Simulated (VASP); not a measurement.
A run of VASP 6.6.1 is set up as follows.

File INCAR:

```
ALGO = Normal
EDIFF = 1E-6
EDIFFG = -0.005
ENCUT = 600
GGA = CA
IBRION = 2
ISIF = 3
ISMEAR = 0
LASPH = T
LCHARG = F
LREAL = F
LWAVE = F
NELM = 100
NSW = 70
PREC = Accurate
SIGMA = 0.1
```

File KPOINTS:

```
k-points
0
Gamma
  10 10 4
```

POSCAR

```
Ta2Se
1.0
    3.3641499081      0.0000000000      0.0000000000
    0.0000000000      3.3641499081      0.0000000000
    0.0000000000      0.0000000000      9.6196537257
Ta Se
4 2
Direct
    0.5000000000      0.0000000000      0.7507982794
    0.0000000000      0.5000000000      0.2492017206
    0.5000000000      0.0000000000      0.0785342111
    0.0000000000      0.5000000000      0.9214657889
    0.5000000000      0.0000000000      0.3731801085
    0.0000000000      0.5000000000      0.6268198915
```

Potentials or basis: VASP PAW LDA potentials, release 64 (Ta_pv, Se).

Command:

```bash
$ cat potpaw_LDA.64/Ta_pv/POTCAR potpaw_LDA.64/Se/POTCAR > POTCAR
$ mpirun -np 1 vasp_std > vasp.out
```

Q: What does it give for the space group after relaxing (to 0.05 Å)?

A: P4/nmm (No. 129).

Q: What does it give for the relaxed cell?

A: a = 3.341 Å, b = 3.341 Å, c = 9.685 Å, α = 90.00°, β = 90.00°, γ = 90.00°.

Q: What does it give for the band gap on the k mesh?

A: Zero (band 28 reaches 6.91 eV, above the bottom of band 29 at 6.55 eV).

Q: Estimate the relaxed volume.

A: 18.02 Å³/atom.

Final structure:
```
CELL_PARAMETERS angstrom
3.34101 0.00000 0.00000
0.00000 3.34101 0.00000
0.00000 0.00000 9.68464
ATOMIC_POSITIONS crystal
Ta 0.50000 0.00000 0.75573
Ta 0.00000 0.50000 0.24427
Ta 0.50000 0.00000 0.07661
Ta 0.00000 0.50000 0.92339
Se 0.50000 0.00000 0.36687
Se 0.00000 0.50000 0.63313
```

Caveat: spin-orbit coupling is left out, which moves the levels of the heavy elements. LDA usually gives volumes a few per cent too small.
